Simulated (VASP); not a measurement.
# HfC in VASP: further runs, part 3 of 3

VASP 6.6.1. The steps go on from the part before.

### 6 Electric field gradients, PBE

INCAR reads:

```
  PREC = Accurate
  ENCUT = 520
  EDIFF = 1E-8
  ISMEAR = -1
  SIGMA = 0.05
  LREAL = False
  LASPH = True
  NELM = 80
  ALGO = Normal
  ISIF = 2
  LWAVE = False
  LCHARG = False
  GGA = PE
  LEFG = True
  NBANDS = 14
```

KPOINTS reads:

```
Automatic mesh
0
Gamma
  15 15 15
```

POSCAR reads:

```
HfC
1.0
    0.0000000000      2.3250000000      2.3250000000
    2.3250000000      0.0000000000      2.3250000000
    2.3250000000      2.3250000000      0.0000000000
Hf C
1 1
Direct
    0.5000000000      0.5000000000      0.5000000000
    0.0000000000      0.0000000000      0.0000000000
```

Potentials or basis: VASP PAW PBE potentials, release 64 (Hf_pv, C).

Started as:

```
$ cat potpaw_PBE.64/Hf_pv/POTCAR potpaw_PBE.64/C/POTCAR > POTCAR
$ mpirun -np 1 vasp_std > vasp.out
```

OUTCAR:

```text
PREC = Accurate
   ENCUT = 520
   EDIFF = 1E-8
   ISMEAR = -1
   LREAL = False
   LASPH = True
   NELM = 80
   ISIF = 2
   GGA = PE

 ion  position               nearest neighbor table
   1  0.500  0.500  0.500-   2 2.33   2 2.33   2 2.33   2 2.33   2 2.33   2 2.33
   2  0.000  0.000  0.000-   1 2.33   1 2.33   1 2.33   1 2.33   1 2.33   1 2.33

  LATTYP: Found a face centered cubic cell.
 ALAT       =     4.6500000000

  Lattice vectors:

 A1 = (   0.0000000000,   2.3250000000,   2.3250000000)
 A2 = (   2.3250000000,   0.0000000000,   2.3250000000)
 A3 = (   2.3250000000,   2.3250000000,   0.0000000000)

Analysis of symmetry for initial positions (statically):
=====================================================================
 Subroutine PRICEL returns:
 Original cell was already a primitive cell.

 Routine SETGRP: Setting up the symmetry group for a
 face centered cubic supercell.

 Subroutine GETGRP returns: Found 48 space group operations
 (whereof 48 operations were pure point group operations)
 out of a pool of 48 trial point group operations.

The static configuration has the point symmetry O_h .

Analysis of symmetry for dynamics (positions and initial velocities):
=====================================================================
 Subroutine PRICEL returns:
 Original cell was already a primitive cell.

 Routine SETGRP: Setting up the symmetry group for a
 face centered cubic supercell.

 Subroutine GETGRP returns: Found 48 space group operations
 (whereof 48 operations were pure point group operations)
 out of a pool of 48 trial point group operations.

The dynamic configuration has the point symmetry O_h .

 Subroutine INISYM returns: Found 48 space group operations
 (whereof 48 operations are pure point group operations),
 and found     1 'primitive' translations

----------------------------------------------------------------------------------------

                                     Primitive cell

  volume of cell :      25.1362

  direct lattice vectors                    reciprocal lattice vectors
     0.000000000  2.325000000  2.325000000    -0.215053763  0.215053763  0.215053763
     2.325000000  0.000000000  2.325000000     0.215053763 -0.215053763  0.215053763
     2.325000000  2.325000000  0.000000000     0.215053763  0.215053763 -0.215053763

  length of vectors
     3.288046533  3.288046533  3.288046533     0.372484045  0.372484045  0.372484045

  position of ions in fractional coordinates (direct lattice)
     0.500000000  0.500000000  0.500000000
     0.000000000  0.000000000  0.000000000

  ion indices of the primitive-cell ions
   primitive index   ion index
                 1           1
                 2           2

----------------------------------------------------------------------------------------

 KPOINTS: Automatic mesh

[... 82 lines left out ...]
   ISMEAR =    -1;   SIGMA  =   0.05  broadening in eV -4-tet -1-fermi 0-gaus
   EFERMI_NEDOS =   21; number of points for ismear=-14 and -15
   IALGO  =     38    algorithm
   IMIX   =      4    mixing-type and parameters
     AMIX     =   0.40;   BMIX     =  1.00
     AMIX_MAG =   1.60;   BMIX_MAG =  1.00
  volume/ion in A,a.u.               =      12.57        84.81
  Fermi-wavevector in a.u.,A,eV,Ry     =   1.346949  2.545365 24.684672  1.814272
  Thomas-Fermi vector in A             =   2.474740
   LORBIT       =      0    0 simple, 1 ext, 2 COOP (PROOUT), +10 PAW based schemes
   GGA     = PE    functional components
   LHFCALC =     F    Hartree Fock is set to
   AEXX    =    0.0000 exact exchange contribution
   IVDW    =     0    specifies the selected vdW correction
   LEPSILON=     F    determine dielectric tensor
   LRPA    =     F    only Hartree local field effects (RPA)
 non-spin polarized calculation
  energy-cutoff  :      520.00
  volume of cell :       25.14
 maximum number of plane-waves:       688
   NGX = 13   NGY = 13   NGZ = 13

 number of electron      14.0000000 magnetization

 Free energy of the ion-electron system (eV)
  ---------------------------------------------------
  ext. energy  EPLUGINS =         0.00000000
  ---------------------------------------------------
  free energy    TOTEN  =       -21.04628589 eV

  energy without entropy =      -21.04315791  energy(sigma->0) =      -21.04472190

 E-fermi :   5.9215     XC(G=0): -12.2852

 val. band max:        5.9102613318   @ k =  -0.0667   0.0667   0.0000
 cond. band min:       5.9302863036   @ k =   0.2000   0.2000   0.0000
 fundamental gap:      0.0200249718
 Fermi energy:         5.9215499667

 k-point     1 :       0.0000    0.0000    0.0000
  band No.  band energies     occupation
      1     -23.6185      2.00000
      2     -23.6185      2.00000
      3     -23.6185      2.00000
      4      -6.3560      2.00000
      5       6.9530      0.00000
      6       6.9530      0.00000
      7       6.9530      0.00000
      8       7.3450      0.00000
      9       7.3450      0.00000
     10       7.3450      0.00000
     11       9.3442      0.00000
     12       9.3442      0.00000
     13      12.7814      0.00000
     14      16.9542      0.00000
[... 377 lines left out ...]
      1     -23.8098      2.00000
      2     -23.6760      2.00000
      3     -23.6689      2.00000
      4      -5.4573      2.00000
      5       3.4857      2.00000
      6       5.2556      2.00000
      7       5.5198      1.99935
      8       6.7166      0.00000
      9       9.4412      0.00000
     10       9.7410      0.00000
     11      10.4969      0.00000
     12      12.1895      0.00000
     13      15.4228      0.00000
     14      19.4122      0.00000

 [... further k-points ...]

------------------------ aborting loop because EDIFF is reached ----------------------------------------

  FORCE on cell =-STRESS in cart. coord.  units (eV):
  Direction    XX          YY          ZZ          XY          YZ          ZX
  --------------------------------------------------------------------------------------
  -------------------------------------------------------------------------------------
  Total       -0.0698921     -0.0698921     -0.0698921     -0.0000000     -0.0000000     -0.0000000
  in kB       -4.4549176     -4.4549176     -4.4549176     -0.0000000     -0.0000000     -0.0000000
  external PRESSURE =      -4.4549176 kB  Pullay stress =       0.0000000 kB

 VOLUME and BASIS-vectors are now :
 -----------------------------------------------------------------------------
  energy-cutoff  :      520.00
  volume of cell :       25.14
      direct lattice vectors                 reciprocal lattice vectors
     0.000000000  2.325000000  2.325000000    -0.215053763  0.215053763  0.215053763
     2.325000000  0.000000000  2.325000000     0.215053763 -0.215053763  0.215053763
     2.325000000  2.325000000  0.000000000     0.215053763  0.215053763 -0.215053763

 POSITION                                       TOTAL-FORCE (eV/Angst)
 -----------------------------------------------------------------------------------
      2.32500      2.32500      2.32500         0.000000      0.000000      0.000000
      0.00000      0.00000      0.00000         0.000000     -0.000000     -0.000000
 -----------------------------------------------------------------------------------
    total drift:                                0.000000     -0.000000      0.000000

  FREE ENERGIE OF THE ION-ELECTRON SYSTEM (eV)
  ---------------------------------------------------
  free  energy   TOTEN  =       -21.0462858904 eV

  energy  without entropy=      -21.0431579081  energy(sigma->0) =      -21.04472190

 Electric field gradients (V/A^2)
---------------------------------------------------------------------
 ion       V_xx      V_yy      V_zz      V_xy      V_xz      V_yz
---------------------------------------------------------------------
   1       0.000    -0.000     0.000     0.000     0.000     0.000
   2       0.000    -0.000     0.000     0.000     0.000     0.000
---------------------------------------------------------------------

 Electric field gradients after diagonalization (V/A^2)
 (convention: |V_zz| > |V_xx| > |V_yy|)
----------------------------------------------------------------------
 ion       V_xx      V_yy      V_zz     asymmetry (V_yy - V_xx)/ V_zz
----------------------------------------------------------------------
   1      -0.000    -0.000     0.000       0.000
   2      -0.000    -0.000     0.001       0.000
----------------------------------------------------------------------

           NMR quadrupolar parameters

 Cq : quadrupolar parameter    Cq=e*Q*V_zz/h
 eta: asymmetry parameters     (V_yy - V_xx)/ V_zz
 Q  : nuclear electric quadrupole moment in mb (millibarn)
----------------------------------------------------------------------
 ion       Cq(MHz)       eta       Q (mb)
----------------------------------------------------------------------
   1       0.000       0.000       1.000
   2       0.000       0.000       1.000
----------------------------------------------------------------------
```

It took 51 s on 1 thread of Intel Xeon 8259CL, shared host; peak memory 0.17 GiB.

Results:

- Free energy: -21.0463 eV
- Pressure: -0.4 GPa
- Band gap on the k mesh: zero (bands 7 and 8 overlap by 1.43 eV)
- Largest electric field gradient by atom: zero within the noise of the run

Levels at points of the mesh, in eV from the Fermi level:
```
           k point  band 4  band 5  band 6  band 7  band 8  band 9  band 10  band 11
(0.00, 0.00, 0.00)  -12.28    1.03    1.03    1.03    1.42    1.42     1.42     3.42
```

Caveat: spin-orbit coupling is left out, which moves the levels of the heavy elements.

### 7 The runs side by side

```tsv
cell	gap on the mesh (eV)	pressure (GPa)
a = 3.321 Å, angles 58.7°, 2 atoms	none	-0.4
a = 3.244 Å, angles 60.0°, 2 atoms	none	10.1
a = 3.266 Å, angles 60.0°, 2 atoms	none	4.6
a = 3.288 Å, angles 60.0°, 2 atoms	none	-0.4
```

Alike in all rows: task electric field gradients; level PBE; potentials or basis VASP PAW PBE potentials, release 64 (Hf_pv, C); no spin polarisation; k mesh 15 × 15 × 15; cutoff (eV) 520; smearing fermi-dirac 0.05 eV.

Caveats: spin-orbit coupling is left out, which moves the levels of the heavy elements; the cell stands under pressure (at least some runs).

Total energies depend on the potentials used, so only differences within one code and one set of settings carry meaning.
